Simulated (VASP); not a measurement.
Write the native input for VASP 6.6.1 that does the following.

| Property | Result |
| --- | --- |
| Task | relaxation of cell and atoms |
| Functional | PBE |
| Potentials or basis | VASP PAW PBE potentials, release 64 (Si, Mo_sv) |
| Cutoff | 600 eV |
| k mesh | 6 × 6 × 4 |
| Occupations | gaussian, width 0.1 eV |
| Spin | no spin polarisation |
| Dipole correction | no |
| Further INCAR settings | ALGO = Normal; EDIFF = 1e-07; IBRION = 2; EDIFFG = -0.04; NSW = 90; ISIF = 3 |

The structure of Si5Mo lies in POSCAR:

```
Si5Mo
1.0
    5.0673714700      0.0000000000      0.0000000000
   -2.5336857400      4.3884724300      0.0000000000
    0.0000000000      0.0000000000      4.2633013400
Si Mo
5 1
Direct
    0.5000000000      0.0000000000      0.0000000000
    0.0000000000      0.5000000000      0.0000000000
    0.5000000000      0.5000000000      0.0000000000
    0.3333333300      0.6666666700      0.0000000000
    0.6666666700      0.3333333300      0.0000000000
    0.0000000000      0.0000000000      0.5000000000
```

The cell was generated, and may not be a known phase.

The input as run:

INCAR

```
PREC = Accurate ; ENCUT = 600
EDIFF = 1E-7 ; ISMEAR = 0
SIGMA = 0.1 ; LREAL = F
LASPH = T ; NELM = 60
ALGO = Normal ; ISIF = 3
LWAVE = F ; LCHARG = F
GGA = PE ; IBRION = 2
NSW = 90 ; EDIFFG = -0.04
```

KPOINTS

```
regular mesh
0
Gamma
  6 6 4
```

Potentials or basis: VASP PAW PBE potentials, release 64 (Si, Mo_sv).

The run is started by

```sh
$ cat potpaw_PBE.64/Si/POTCAR potpaw_PBE.64/Mo_sv/POTCAR > POTCAR
$ mpirun -np 1 vasp_std > vasp.out
```

Results of the run:

```json
{
  "Relaxed volume": "23.21 Å³/atom",
  "Relaxed cell": "a = 8.297 Å, b = 8.297 Å, c = 2.336 Å, α = 90.00°, β = 90.00°, γ = 120.00°",
  "Space group after relaxing (to 0.1 Å)": "P6/mmm (No. 191)",
  "Pressure after relaxing": "0.0 GPa",
  "Band gap on the k mesh": "zero (bands 17 and 18 overlap by 0.91 eV)"
}
```

Caveat: the k points lie up to 0.67 Å⁻¹ apart in the final cell, too coarse for converged energies and pressures of a metal; the volume moved by over 15 % at a fixed basis, so the end points are rough.

It took 39 min on 1 thread of Intel Xeon 8259CL, on a shared host, peak memory 0.24 GiB.
